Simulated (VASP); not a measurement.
# HF in VASP: further runs, part 2 of 2

VASP 6.6.1.

## 3. Single point, PBE+D3(BJ)

Contents of INCAR:

```
SYSTEM = HF
PREC = Accurate
ENCUT = 910
EDIFF = 1E-6
ISMEAR = -1
SIGMA = 0.02
LREAL = Auto
LASPH = .TRUE.
NELM = 120
ALGO = Normal
ISIF = 2
LWAVE = .FALSE.
LCHARG = .FALSE.
GGA = PE
IVDW = 12
NBANDS = 56
GGA_COMPAT = .FALSE.
```

Contents of KPOINTS:

```
Automatic mesh
0
G
  1 1 1
  0 0 0
```

Contents of POSCAR:

```
HF
1.0
    7.6174120000      0.0000000000      0.0000000000
    0.0000000000      7.6174120000      0.0000000000
    0.0000000000      0.0000000000      7.6174120000
F H
10 10
Direct
    0.4204635060      0.4761424110      0.1614313116
    0.4425851972      0.9370046212      0.5758380755
    0.1742238779      0.0486810973      0.7304779805
    0.5980545393      0.5328083681      0.8038378948
    0.1126854570      0.8090571112      0.1671447069
    0.8452870824      0.3077362712      1.0155915821
    0.9130277494      0.7115074543      0.7804988602
    0.8660130201      0.1618680513      0.7302459088
    0.5618906423      0.8550157432      0.2778277705
    0.6071086344      0.1806944676      0.1861119024
    0.4690326006      0.3673035835      0.1989229644
    0.4790819031      0.8986048865      0.4601325768
    0.2631228001      0.0022784525      0.6528506238
    0.5385878698      0.5317431992      0.9130003613
    0.0774508086      0.7363099898      0.0745460151
    0.8562822258      0.2524320378      0.8987119502
    0.8051030356      0.6505226826      0.7742188811
    0.9790972197      0.1057184182      0.7140791773
    0.5777429803      0.9658915498      0.2192475678
    0.7081574504      0.2276844040      0.1188078889
```

Potentials or basis: VASP PAW PBE potentials, release 64 (F_h, H_h).

Run with:

```bash
$ cat potpaw_PBE.64/F_h/POTCAR potpaw_PBE.64/H_h/POTCAR > POTCAR
$ mpirun -np 1 vasp_gam > vasp.out
```

OUTCAR:

```text
SYSTEM = HF
   PREC = Accurate
   ENCUT = 910
   EDIFF = 1E-6
   ISMEAR = -1
   LREAL = Auto
   LASPH = .TRUE.
   NELM = 120
   ISIF = 2
   GGA = PE
   IVDW = 12
 IVDW          = 12

 ion  position               nearest neighbor table
   1  0.420  0.476  0.161-  11 0.95
   2  0.443  0.937  0.576-  12 0.97
   3  0.174  0.049  0.730-  13 0.97
   4  0.598  0.533  0.804-  14 0.95
   5  0.113  0.809  0.167-  15 0.94
[... 283 lines left out ...]
  -------------------------------------------------------------------------------------
  Total      -2.24572    -2.07301    -2.60544    -0.16950     0.02862     0.40314
  in kB      -8.14035    -7.51432    -9.44429    -0.61441     0.10373     1.46131
  external pressure =       -8.37 kB  Pullay stress =        0.00 kB

 VOLUME and BASIS-vectors are now :
 -----------------------------------------------------------------------------
  energy-cutoff  :      910.00
  volume of cell :      442.00
      direct lattice vectors                 reciprocal lattice vectors
     7.617412000  0.000000000  0.000000000     0.131278182  0.000000000  0.000000000
     0.000000000  7.617412000  0.000000000     0.000000000  0.131278182  0.000000000
     0.000000000  0.000000000  7.617412000     0.000000000  0.000000000  0.131278182

 POSITION                                       TOTAL-FORCE (eV/Angst)
 -----------------------------------------------------------------------------------
      3.20284      3.62697      1.22969         0.184919     -0.165693     -0.155578
      3.37135      7.13755      4.38640        -0.069807     -0.013082      0.047517
      1.32714      0.37082      5.56435        -0.100806      0.026818      0.022577
      4.55563      4.05862      6.12316        -0.070697      0.050947      0.170630
      0.85837      6.16292      1.27321        -0.034618     -0.033344     -0.075320
      6.43890      2.34415      0.11877        -0.068179     -0.073719      0.094617
[... 12 lines left out ...]
      4.40091      7.35759      1.67010         0.050329     -0.121929      0.240337
      5.39433      1.73437      0.90501         0.155206      0.010718     -0.127654
 -----------------------------------------------------------------------------------
    total drift:                               -0.003063     -0.010212     -0.008159

  FREE ENERGIE OF THE ION-ELECTRON SYSTEM (eV)
  ---------------------------------------------------
  free  energy   TOTEN  =       -83.0213630427 eV

  energy  without entropy=      -83.0213630427  energy(sigma->0) =      -83.02136304
```

OSZICAR:

```text
N       E                     dE             d eps       ncg     rms          rms(c)
DAV:   1     0.128034273819E+04    0.12803E+04   -0.51445E+04   112   0.193E+03
DAV:   2     0.263096341310E+03   -0.10172E+04   -0.95612E+03   176   0.357E+02
DAV:   3    -0.713233935581E+02   -0.33442E+03   -0.33055E+03   144   0.210E+02
DAV:   4    -0.874315274984E+02   -0.16108E+02   -0.16025E+02   136   0.524E+01
DAV:   5    -0.878916218029E+02   -0.46009E+00   -0.45949E+00   152   0.854E+00    0.160E+01
DAV:   6    -0.827931988458E+02    0.50984E+01   -0.18182E+01   144   0.196E+01    0.694E+00
DAV:   7    -0.827519545613E+02    0.41244E-01   -0.91053E-01   128   0.392E+00    0.420E+00
DAV:   8    -0.827397122104E+02    0.12242E-01   -0.14797E-01   136   0.314E+00    0.493E-01
DAV:   9    -0.827386688319E+02    0.10434E-02   -0.19791E-02   160   0.732E-01    0.258E-01
DAV:  10    -0.827392596322E+02   -0.59080E-03   -0.31256E-03   128   0.361E-01    0.111E-01
DAV:  11    -0.827391779047E+02    0.81728E-04   -0.76306E-04   144   0.215E-01    0.509E-02
DAV:  12    -0.827392728783E+02   -0.94974E-04   -0.37829E-04   136   0.128E-01    0.315E-02
DAV:  13    -0.827393674612E+02   -0.94583E-04   -0.78659E-05   152   0.635E-02    0.181E-02
DAV:  14    -0.827394303251E+02   -0.62864E-04   -0.57243E-05   112   0.517E-02    0.109E-02
DAV:  15    -0.827394329087E+02   -0.25836E-05   -0.16851E-05   160   0.277E-02    0.468E-03
DAV:  16    -0.827394348539E+02   -0.19452E-05   -0.52824E-06   120   0.133E-02    0.472E-03
DAV:  17    -0.827394348541E+02   -0.19281E-09   -0.53810E-07    96   0.696E-03
   1 F= -.83021363E+02 E0= -.83021363E+02  d E =-.237642E-12
```

It took 83 s on 1 thread of Intel Xeon Platinum 8375C at 2.90GHz (Ice Lake), shared host; peak memory 0.84 GiB.

What came out:

```
Free energy                : -83.0214 eV
Pressure                   : -0.8 GPa
Largest force              : 0.322 eV/Å
Band gap on the k mesh     : 6.89 eV
Dispersion energy per atom : -0.014 eV
```

Forces on the atoms (eV/Å):
```
F    0.185 -0.166 -0.156
F   -0.070 -0.013  0.048
F   -0.101  0.027  0.023
F   -0.071  0.051  0.171
F   -0.035 -0.033 -0.075
F   -0.068 -0.074  0.095
F   -0.026 -0.049  0.075
F   -0.039  0.030  0.007
F   -0.061  0.286 -0.135
F   -0.107 -0.046  0.044
H   -0.060  0.175 -0.164
H   -0.011 -0.010 -0.048
H    0.081 -0.053 -0.052
H    0.040  0.001  0.003
H   -0.022  0.073 -0.035
H    0.008 -0.058 -0.053
H   -0.045  0.010  0.116
H    0.196 -0.040  0.024
H    0.050 -0.122  0.240
H    0.155  0.011 -0.128
```

Caveat: the k points lie up to 0.82 Å⁻¹ apart; the cutoff is under 1.25 times the usual one of these potentials, so pressure, stress and relaxed cells hold a basis-set (Pulay) error.
